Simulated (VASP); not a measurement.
# MnSn3 (Pm-3m) in VASP: a series of runs, part 2 of 2

VASP 6.6.1. The steps go on from the part before.

**5. Single point, PBEsol, collinear spin, ferromagnetic start**

Contents of INCAR:

```
SYSTEM = MnSn3
  PREC = Accurate
  ENCUT = 520
  EDIFF = 1E-6
  ISMEAR = 0
  SIGMA = 0.1
  LREAL = .FALSE.
  LASPH = .TRUE.
  NELM = 150
  ALGO = Normal
  ISIF = 2
  LWAVE = .FALSE.
  LCHARG = .TRUE.
  ISPIN = 2
  MAGMOM = 0 0 0 5
  LORBIT = 11
  LMAXMIX = 4
  GGA = PS
  LELF = .TRUE.
  LVHAR = .TRUE.
  NBANDS = 40
```

Contents of KPOINTS:

```
regular mesh
0
G
  10 10 10
  0 0 0
```

Contents of POSCAR:

```
MnSn3
1.0
    4.5142541880      0.0000000000      0.0000000000
    0.0000000000      4.5142541880      0.0000000000
    0.0000000000      0.0000000000      4.5142541880
Sn Mn
3 1
Direct
    0.0000000000      0.5000000000      0.5000000000
    0.5000000000      0.0000000000      0.5000000000
    0.5000000000      0.5000000000      0.0000000000
    0.0000000000      0.0000000000      0.0000000000
```

Potentials or basis: VASP PAW PBE potentials, release 64 (Sn_d, Mn_pv).

The run is started by

```console
$ cat potpaw_PBE.64/Sn_d/POTCAR potpaw_PBE.64/Mn_pv/POTCAR > POTCAR
$ mpirun -np 1 vasp_std > vasp.out
```

OUTCAR:

```text
SYSTEM = MnSn3
   PREC = Accurate
   ENCUT = 520
   EDIFF = 1E-6
   ISMEAR = 0
   LREAL = .FALSE.
   LASPH = .TRUE.
   NELM = 150
   ISIF = 2
   ISPIN = 2
   LORBIT = 11
   GGA = PS

 ion  position               nearest neighbor table
   1  0.000  0.500  0.500-   2 3.19   3 3.19   4 3.19   3 3.19   4 3.19   2 3.19   4 3.19   4 3.19
                             2 3.19   3 3.19   3 3.19   2 3.19
   2  0.500  0.000  0.500-   1 3.19   3 3.19   4 3.19   3 3.19   4 3.19   1 3.19   3 3.19   3 3.19
                             1 3.19   4 3.19   4 3.19   1 3.19
   3  0.500  0.500  0.000-   1 3.19   2 3.19   4 3.19   1 3.19   2 3.19   2 3.19   4 3.19   2 3.19
                             1 3.19   4 3.19   1 3.19   4 3.19
   4  0.000  0.000  0.000-   1 3.19   2 3.19   3 3.19   1 3.19   2 3.19   1 3.19   3 3.19   1 3.19
                             2 3.19   3 3.19   2 3.19   3 3.19

  LATTYP: Found a simple cubic cell.
 ALAT       =     4.5142541880

  Lattice vectors:

 A1 = (   4.5142541880,   0.0000000000,   0.0000000000)
 A2 = (   0.0000000000,   4.5142541880,   0.0000000000)
 A3 = (   0.0000000000,   0.0000000000,   4.5142541880)

Analysis of symmetry for initial positions (statically):
=====================================================================
 Subroutine PRICEL returns:
 Original cell was already a primitive cell.

 Routine SETGRP: Setting up the symmetry group for a
 simple cubic supercell.

 Subroutine GETGRP returns: Found 48 space group operations
 (whereof 48 operations were pure point group operations)
 out of a pool of 48 trial point group operations.

The static configuration has the point symmetry O_h .

Analysis of symmetry for dynamics (positions and initial velocities):
=====================================================================
 Subroutine PRICEL returns:
 Original cell was already a primitive cell.

 Routine SETGRP: Setting up the symmetry group for a
 simple cubic supercell.

 Subroutine GETGRP returns: Found 48 space group operations
 (whereof 48 operations were pure point group operations)
 out of a pool of 48 trial point group operations.

The dynamic configuration has the point symmetry O_h .

[... 170 lines left out ...]
 Fermi energy:         8.7296973756

 spin component 1

 k-point     1 :       0.0000    0.0000    0.0000
  band No.  band energies     occupation
      1     -41.5563      1.00000
      2     -41.5563      1.00000
      3     -41.5563      1.00000
      4     -12.9590      1.00000
      5     -12.9590      1.00000
      6     -12.9590      1.00000
[... 997 lines left out ...]
     38      16.4763      0.00000
     39      17.1297      0.00000

 [... further k-points ...]

 spin component 2

 k-point     1 :       0.0000    0.0000    0.0000
  band No.  band energies     occupation
      1     -37.5134      1.00000
      2     -37.5134      1.00000
      3     -37.5134      1.00000
      4     -12.9600      1.00000
      5     -12.9600      1.00000
      6     -12.9600      1.00000
[... 997 lines left out ...]
     38      16.6775      0.00000
     39      17.6911      0.00000

 [... further k-points ...]

 [bands above 39 left out]

------------------------ aborting loop because EDIFF is reached ----------------------------------------

  FORCE on cell =-STRESS in cart. coord.  units (eV):
  Direction    XX          YY          ZZ          XY          YZ          ZX
  --------------------------------------------------------------------------------------
  -------------------------------------------------------------------------------------
  Total       -0.0237717     -0.0237717     -0.0237717      0.0000000      0.0000000      0.0000000
  in kB       -0.4140120     -0.4140120     -0.4140120      0.0000000      0.0000000      0.0000000
  external PRESSURE =      -0.4140120 kB  Pullay stress =       0.0000000 kB

 VOLUME and BASIS-vectors are now :
 -----------------------------------------------------------------------------
  energy-cutoff  :      520.00
  volume of cell :       91.99
      direct lattice vectors                 reciprocal lattice vectors
     4.514254188  0.000000000  0.000000000     0.221520534  0.000000000  0.000000000
     0.000000000  4.514254188  0.000000000     0.000000000  0.221520534  0.000000000
     0.000000000  0.000000000  4.514254188     0.000000000  0.000000000  0.221520534

 POSITION                                       TOTAL-FORCE (eV/Angst)
 -----------------------------------------------------------------------------------
      0.00000      2.25713      2.25713         0.000000      0.000000      0.000000
      2.25713      0.00000      2.25713         0.000000      0.000000      0.000000
      2.25713      2.25713      0.00000         0.000000      0.000000      0.000000
      0.00000      0.00000      0.00000         0.000000      0.000000      0.000000
 -----------------------------------------------------------------------------------
    total drift:                                0.000000      0.000000      0.000000

  FREE ENERGIE OF THE ION-ELECTRON SYSTEM (eV)
  ---------------------------------------------------
  free  energy   TOTEN  =       -21.3215122252 eV

  energy  without entropy=      -21.3043184171  energy(sigma->0) =      -21.31291532

 total charge

# of ion       s       p       d       tot
------------------------------------------
    1        1.261   0.994   9.997  12.251
    2        1.261   0.994   9.997  12.251
    3        1.261   0.994   9.997  12.251
    4        0.261   6.120   4.976  11.357
--------------------------------------------------
tot          4.043   9.102  34.965  48.111

 magnetization (x)

# of ion       s       p       d       tot
------------------------------------------
    1        0.020  -0.046   0.002  -0.024
    2        0.020  -0.046   0.002  -0.024
    3        0.020  -0.046   0.002  -0.024
    4        0.061   0.033   3.807   3.901
--------------------------------------------------
tot          0.120  -0.104   3.814   3.830
```

Run time: 3.4 min. Hardware: 1 thread of Intel Xeon 6975P-C (Granite Rapids), shared host; peak memory 0.43 GiB.

What came out:

```
Free energy                                           : -21.3215 eV
Pressure                                              : 0.0 GPa
Net moment                                            : 4.06 μB per cell
Site moments                                          : Sn -0.02; Mn +3.90 μB
Valence electrons inside the program's atomic spheres : Sn 12.25; Mn 11.36
```

Caveat: the PAW data sets were made with another functional, which shifts forces and pressure a little; spin-orbit coupling is left out, which moves the levels of the heavy elements.

**6. Single point, PBEsol, collinear spin, ferromagnetic start**

Contents of INCAR:

```
SYSTEM = MnSn3
PREC     = Accurate       ! precision mode
ENCUT    = 520            ! plane-wave cutoff, eV
EDIFF    = 1E-7           ! SCF threshold, eV
ISMEAR   = 0              ! smearing method
SIGMA    = 0.1            ! smearing width, eV
LREAL    = .FALSE.        ! projectors in reciprocal space
LASPH    = .TRUE.         ! aspherical terms in the spheres
NELM     = 150            ! most SCF steps
ALGO     = Fast           ! electronic algorithm
ISIF     = 2              ! what is computed and relaxed
LWAVE    = .FALSE.        ! write WAVECAR
LCHARG   = .FALSE.        ! write CHGCAR
ISPIN    = 2              ! spin polarisation
MAGMOM   = 0 0 0 4        ! initial moments
LORBIT   = 11             ! projections on sites
LMAXMIX  = 4              ! l up to which the mixer works
GGA      = PS             ! functional
NBANDS   = 40             ! bands
```

Contents of KPOINTS:

```
Automatic mesh
0
G
  10 10 10
  0 0 0
```

POSCAR is that of step 5.

Potentials or basis: VASP PAW PBE potentials, release 64 (Sn_d, Mn_pv).

The run is started by

```console
$ cat potpaw_PBE.64/Sn_d/POTCAR potpaw_PBE.64/Mn_pv/POTCAR > POTCAR
$ mpirun -np 1 vasp_std > vasp.out
```

Wall time 4.9 min (1 thread of Intel Xeon Platinum 8559C (Emerald Rapids), shared host); peak memory 0.43 GiB.

Results (log left out):

| Item | Value |
| --- | --- |
| Free energy | -21.3215 eV |
| Pressure | 0.0 GPa |
| Net moment | 4.06 μB per cell |
| Site moments | Sn -0.02; Mn +3.90 μB |
| Valence electrons inside the program's atomic spheres | Sn 12.25; Mn 11.36 |

Levels at points of the mesh, in eV from the Fermi level:
Spin up:
| k point | band 26 | band 27 | band 28 | band 29 | band 30 | band 31 | band 32 | band 33 | band 34 | band 35 |
| --- | --- | --- | --- | --- | --- | --- | --- | --- | --- | --- |
| (0.00, 0.00, 0.00) | -2.94 | -2.94 | -2.23 | -2.23 | -0.43 | 2.66 | 2.66 | 2.66 | 4.04 | 4.04 |
| (0.50, 0.00, 0.00) | -2.90 | -1.00 | -1.00 | -0.72 | -0.72 | -0.54 | 0.42 | 1.14 | 4.99 | 4.99 |
| (0.50, 0.50, 0.00) | -2.78 | -2.65 | -0.31 | 0.01 | 0.65 | 0.65 | 1.19 | 1.19 | 2.93 | 3.28 |
| (0.50, 0.50, 0.50) | -2.83 | -2.83 | -2.40 | -2.40 | -2.40 | -1.81 | 6.85 | 6.85 | 7.27 | 7.27 |
Spin down:
```csv
k point,band 22,band 23,band 24,band 25,band 26,band 27,band 28,band 29
"(0.00, 0.00, 0.00)",-3.52,-3.52,-3.52,0.35,0.41,0.41,0.41,0.95
"(0.50, 0.00, 0.00)",-2.53,-2.53,-1.48,-0.57,-0.57,-0.29,0.44,0.54
"(0.50, 0.50, 0.00)",-5.22,-1.15,-1.15,-0.63,0.01,0.50,0.66,0.76
"(0.50, 0.50, 0.50)",-5.56,-4.35,-4.35,-4.35,-0.78,0.79,0.79,1.08
```

Caveat: the PAW data sets were made with another functional, which shifts forces and pressure a little; spin-orbit coupling is left out, which moves the levels of the heavy elements.

**7. The runs side by side**

```tsv
level	spin	cell	k mesh	gap on the mesh (eV)	pressure (GPa)	moment (μB)
PBEsol	off	a = 4.514 Å, 4 atoms	10 × 10 × 10	none	-6.6	-
PBEsol	collinear, ferromagnetic start	a = 4.508 Å, 4 atoms	6 × 6 × 6	none	0.2	4.07
r2SCAN	off	a = 4.514 Å, 4 atoms	10 × 10 × 10	none	-5.1	-
PBEsol	collinear, ferromagnetic start	a = 4.514 Å, 4 atoms	10 × 10 × 10	none	0.0	4.06
```

Alike in all rows: task single point; potentials or basis VASP PAW PBE potentials, release 64 (Sn_d, Mn_pv); cutoff (eV) 520; smearing gaussian 0.1 eV.

The pressure there spans -6.6 GPa (PBEsol) to 0.0 GPa (PBEsol); a positive pressure means that this level wants a larger cell, a negative one a smaller.

Caveats: the PAW data sets were made with another functional, which shifts forces and pressure a little; spin-orbit coupling is left out, which moves the levels of the heavy elements; the cell stands under tension (at least some runs).

Absolute energies hang on the potentials; compare differences alone.
